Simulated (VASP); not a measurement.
Write the native input for VASP 6.6.1 that does the following.

```
Task                   : single point
Functional             : LDA
Potentials or basis    : VASP PAW LDA potentials, release 64 (Hf_pv)
Cutoff                 : 520 eV
k mesh                 : 20 × 20 × 20
Occupations            : gaussian, width 0.15 eV
Spin                   : no spin polarisation
Dipole correction      : no
Further INCAR settings : ALGO = Fast; EDIFF = 1e-06; NBANDS = 11
```

The structure of Hf lies in POSCAR:

```
Hf
1.0
    0.0000000000      2.4919911933      1.7618377736
    2.4919911933      0.0000000000      1.7618377736
    2.4919911933      2.4919911933      0.0000000000
Hf
1
Direct
    0.0000000000      0.0000000000      0.0000000000
```

This isn't the form of Hf at room conditions, which is hcp.

This cell differs from its parent crystal: ratio of the length along z to the lengths across it x 0.707, volume and fractional coordinates fixed.

One way to write it, as run:

INCAR

```
  PREC = Accurate
  ENCUT = 520
  EDIFF = 1E-6
  ISMEAR = 0
  SIGMA = 0.15
  LREAL = F
  LASPH = T
  NELM = 100
  ALGO = Fast
  ISIF = 2
  LWAVE = F
  LCHARG = F
  NBANDS = 11
```

KPOINTS

```
regular mesh
0
Gamma
  20 20 20
```

Potentials or basis: VASP PAW LDA potentials, release 64 (Hf_pv).

Command:

```bash
$ cat potpaw_LDA.64/Hf_pv/POTCAR > POTCAR
$ mpirun -np 1 vasp_std > vasp.out
```

Results of the run:

The pressure is -7.0 GPa and the band gap on the k mesh is zero (bands 5 and 6 overlap by 2.23 eV).

Caveat: the cell stands under tension; spin-orbit coupling is left out, which moves the levels of the heavy elements.

Wall time 3.2 min on 1 thread of Intel Xeon 8259CL, on a shared host, peak memory 0.26 GiB.
